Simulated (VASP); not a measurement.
Set up this calculation in VASP 6.6.1, as the native input.

- Task: single point
- Functional: PBE
- Potentials or basis: VASP PAW PBE potentials, release 64 (C, O)
- Cutoff: 520 eV
- k mesh: 8 × 8 × 8
- Occupations: gaussian, width 0.02 eV
- Spin: no spin polarisation
- Dipole correction: no
- Further INCAR settings: ALGO = Normal; EDIFF = 1e-07; NBANDS = 25

The structure of CO2 lies in POSCAR:

```
CO2
1.0
   -2.0645969021      2.0645969021      3.0338420454
    2.0645969021     -2.0645969021      3.0338420454
    2.0645969021      2.0645969021     -3.0338420454
C O
2 4
Direct
    0.0000000000      0.0000000000      0.0000000000
    0.7500000000      0.2500000000      0.5000000000
    0.3750000000      0.2733014115      0.3983014115
    0.7266985885      0.1250000000      0.1016985885
    0.8750000000      0.9766985885      0.6016985885
    0.0233014115      0.6250000000      0.8983014115
```

One way to write it, as run:

INCAR

```
SYSTEM = CO2
PREC = Accurate
ENCUT = 520
EDIFF = 1E-7
ISMEAR = 0
SIGMA = 0.02
LREAL = .False.
LASPH = .True.
NELM = 60
ALGO = Normal
ISIF = 2
LWAVE = .False.
LCHARG = .False.
GGA = PE
NBANDS = 25
```

KPOINTS

```
Automatic mesh
0
Gamma
  8 8 8
  0 0 0
```

Potentials or basis: VASP PAW PBE potentials, release 64 (C, O).

The run is started by

```sh
$ cat potpaw_PBE.64/C/POTCAR potpaw_PBE.64/O/POTCAR > POTCAR
$ mpirun -np 1 vasp_std > vasp.out
```

Results of the run:

```json
{"Pressure": "-10.2 GPa", "Largest force": "0.058 eV/Å", "Band gap on the k mesh": "7.30 eV (least direct gap 7.64 eV)"}
```

Caveat: the cell stands under tension.

Run time: 59 s on 1 thread of Intel(R) Xeon(R) Platinum 8259CL CPU @ 2.50GHz (Skylake/Cascade Lake) (shared host), peak memory 0.19 GiB.
